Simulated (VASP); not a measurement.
Wanted: the native input for a VASP 6.6.1 run.

| Property | Result |
| --- | --- |
| Task | single point |
| Functional | PBEsol |
| Potentials or basis | VASP PAW PBE potentials, release 64 (Rh_pv) |
| Cutoff | 520 eV |
| k mesh | 16 × 16 × 16 |
| Occupations | fermi-dirac, width 0.1 eV |
| Spin | no spin polarisation |
| Dipole correction | no |
| Further INCAR settings | ALGO = Normal; EDIFF = 1e-06; NBANDS = 14 |

The structure of Rh lies in POSCAR:

```
Rh
1.0
   -1.5152866436      1.5152866436      1.5152866436
    1.5152866436     -1.5152866436      1.5152866436
    1.5152866436      1.5152866436     -1.5152866436
Rh
1
Direct
    0.0000000000      0.0000000000      0.0000000000
```

The input as run:

INCAR

```
  PREC = Accurate
  ENCUT = 520
  EDIFF = 1E-6
  ISMEAR = -1
  SIGMA = 0.1
  LREAL = F
  LASPH = T
  NELM = 60
  ALGO = Normal
  ISIF = 2
  LWAVE = F
  LCHARG = F
  GGA = PS
  NBANDS = 14
```

KPOINTS

```
Automatic mesh
0
Gamma
  16 16 16
```

Potentials or basis: VASP PAW PBE potentials, release 64 (Rh_pv).

The run is started by

```sh
$ cat potpaw_PBE.64/Rh_pv/POTCAR > POTCAR
$ mpirun -np 1 vasp_std > vasp.out
```

It gave:

```
Pressure : -0.1 GPa
```

Caveat: the PAW data sets were made with another functional, which shifts forces and pressure a little.

Wall time 21 s on 1 thread of AMD EPYC 7R43 64-Core Processor (Zen 3), with other jobs on the host, peak memory 0.1 GiB.
